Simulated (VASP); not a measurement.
HgTe:

```
Hg Te
1.0
     4.06204    0.00000    0.00000
     0.00000    4.06204    0.00000
     0.00000    0.00000    3.32378
Hg Te
1 1
Direct
  0.50000 0.50000 0.00000
  0.00000 0.00000 0.50000
```

```yaml
Program: VASP 6.6.1
Task: relaxation of cell and atoms
Functional: PBE
Potentials_or_basis: VASP PAW PBE potentials, release 64 (Hg, Te)
Cutoff: 600 eV
k_mesh: 4 × 4 × 6
Occupations: gaussian, width 0.1 eV
Spin: no spin polarisation
```

At the start: pressure 1.4 GPa; volume 27.42 Å³/atom.

Question: Where does the relaxation end?

Answer: Over 11 steps the energy falls by 25.5 meV/atom and the volume is 27.68 Å³/atom (+0.9 %); space group P4/mmm (No. 123, to 0.1 Å) before and after.

Step by step:
```csv
step,energy change (eV),largest force (eV/Å),pressure (GPa),volume (Å³)
1,0.0000,0.0000,1.37,54.84
2,-0.0085,0.0000,-0.27,56.73
3,-0.0085,0.0000,-0.20,56.64
4,-0.0125,0.0000,-0.37,56.66
5,-0.0271,0.0000,-0.68,56.68
6,-0.0453,0.0000,-0.94,56.61
7,-0.0468,0.0000,-0.97,56.57
8,-0.0497,0.0000,-0.57,55.99
9,-0.0501,0.0000,-0.35,55.68
10,-0.0507,0.0000,-0.24,55.55
11,-0.0511,0.0000,-0.10,55.36
```

Final structure:
```
Hg Te
1.0
     3.88756    0.00000    0.00000
     0.00000    3.88756    0.00000
     0.00000    0.00000    3.66323
Hg Te
1 1
Cartesian
  1.9438 1.9438 0.0000
  0.0000 0.0000 1.8316
```

Caveat: the k points lie up to 0.40 Å⁻¹ apart in the final cell, too coarse for converged energies and pressures of a metal.
